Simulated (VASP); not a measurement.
The system is In.

```
CELL_PARAMETERS angstrom
1.68069 0.97035 8.26182
-1.68069 0.97035 8.26182
0.00000 -1.94070 8.26182
ATOMIC_POSITIONS crystal
In 0.22199 0.22199 0.22199
In 0.77801 0.77801 0.77801
In 0.00000 0.00000 0.00000
```

Base run:

| Property | Result |
| --- | --- |
| Program | VASP 6.6.1 |
| Functional | PBE |
| Potentials or basis | VASP PAW PBE potentials, release 64 (In_d) |
| Cutoff | 520 eV |
| k mesh | 9 × 9 × 9 |
| Occupations | fermi-dirac, width 0.05 eV |
| Spin | no spin polarisation |

Its results: pressure 0.9 GPa; largest force 0.026 eV/Å.

Problem. The run is repeated on the same cell with these changes: functional from PBE to PBEsol. What comes out?

Solution. Pressure -1.9 GPa; largest force 0.029 eV/Å.

PBEsol binds more tightly than PBE, so the same cell stands under less pressure.

Caveats: the PAW data sets were made with another functional, which shifts forces and pressure a little (some runs).
